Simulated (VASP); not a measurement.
LiY3: single point with PBEsol

The system is LiY3.

```xyz
4
Lattice="0.0000 3.8999 3.8999 3.8999 0.0000 3.8999 3.8999 3.8999 0.0000" Properties=species:S:1:pos:R:3 pbc="T T T"
Y     3.8999    3.8999    3.8999
Y     5.8498    5.8498    5.8498
Y     1.9499    1.9499    1.9499
Li    0.0000    0.0000    0.0000
```

```yaml
Program: VASP 6.6.1
Task: single point
Functional: PBEsol
Potentials_or_basis: VASP PAW PBE potentials, release 64 (Y_sv, Li_sv)
Cutoff: 520 eV
k_mesh: 5 × 5 × 5
Occupations: fermi-dirac, width 0.025 eV
Spin: no spin polarisation
Dipole_correction: no
Further_INCAR_settings: ALGO = Normal; EDIFF = 1e-07; NBANDS = 26
```

* Band gap on the k mesh: zero (band 18 reaches 2.68 eV, above the bottom of band 19 at 2.12 eV)

Levels at points of the mesh, in eV from the Fermi level:
```csv
k point,band 16,band 17,band 18,band 19,band 20,band 21
"(0.00, 0.00, 0.00)",-0.86,-0.36,-0.36,-0.36,0.56,0.56
```

Run time: 39 s on 1 thread of Intel(R) Xeon(R) Platinum 8488C (Sapphire Rapids), with other jobs on the host, peak memory 0.26 GiB.
